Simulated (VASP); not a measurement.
Si4F:

```xyz
5
Lattice="4.8694 0.0000 0.0000 -2.4347 4.2171 0.0000 0.0000 0.0000 4.1209" Properties=species:S:1:pos:R:3 pbc="T T T"
Si    0.0000    0.0000    2.0604
Si    2.4347    0.0000    0.0000
Si   -1.2174    2.1085    0.0000
Si    1.2174    2.1085    0.0000
F     0.0000    0.0000    0.0000
```

The cell was generated, and may not be a known phase.

| Item | Value |
| --- | --- |
| Program | VASP 6.6.1 |
| Task | relaxation of cell and atoms |
| Functional | PBE |
| Potentials or basis | VASP PAW PBE potentials, release 64 (Si, F) |
| Cutoff | 600 eV |
| k mesh | 6 × 6 × 4 |
| Occupations | gaussian, width 0.1 eV |
| Spin | no spin polarisation |

At the start: pressure 10.1 GPa; volume 16.92 Å³/atom.

How do energy, volume and symmetry change on relaxing?

Over 6 steps the energy falls by 91.6 meV/atom and the volume is 18.77 Å³/atom (+10.9 %); space group P6/mmm (No. 191, to 0.1 Å) before and after.

The path:
```csv
step,energy change (eV),largest force (eV/Å),pressure (GPa),volume (Å³)
1,0.0000,0.0000,10.12,84.62
2,-0.4179,0.0000,-2.24,98.25
3,-0.4319,0.0000,-0.67,95.68
4,-0.4320,0.0000,-0.79,95.91
5,-0.4494,0.0000,-0.47,94.92
6,-0.4579,0.0000,-0.10,93.83
```

Final structure:
```
Si F
1.0
     5.19316    0.00000    0.00000
    -2.59658    4.49741    0.00000
     0.00000    0.00000    4.01732
Si F
4 1
Direct
  0.00000 0.00000 0.50000
  0.50000 0.00000 0.00000
  0.00000 0.50000 0.00000
  0.50000 0.50000 0.00000
  0.00000 0.00000 0.00000
```

Caveat: the k points lie up to 0.39 Å⁻¹ apart in the final cell, too coarse for converged energies and pressures of a metal; an odd number of electrons without spin polarisation forces a metal; a magnetic or distorted state may lie lower.
